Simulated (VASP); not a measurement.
Runs of VASP 6.6.1 on P. The structure is that of space group R-3m (No. 166), or close to it. The cells are those of the table. 

```tsv
cell	gap on the mesh (eV)	pressure (GPa)	largest force (eV/Å)
a = 4.001 Å, angles 47.9°, 2 atoms	none	-0.1	0.64
a = 3.853 Å, angles 51.4°, 2 atoms	none	(a)	0.12
a = 4.151 Å, angles 44.8°, 2 atoms	none	0.7	1.32
a = 3.509 Å, angles 62.6°, 2 atoms	none	-6.9	(c)
a = 3.447 Å, angles 65.3°, 2 atoms	none	(b)	0.54
```

Alike in all rows: task single point; level LDA; potentials or basis VASP PAW LDA potentials, release 64 (P); no spin polarisation; k mesh 18 × 18 × 18; cutoff (eV) 520; smearing gaussian 0.15 eV.

Q: Estimate the missing entries.

A: (a) -1.3; (b) -8.3; (c) 0.49.

Caveats: forces of over 1 eV/Å act on the atoms, so gaps and moduli don't describe the material at rest (some runs).

A gap of «none» marks levels without a gap at the run's occupations.
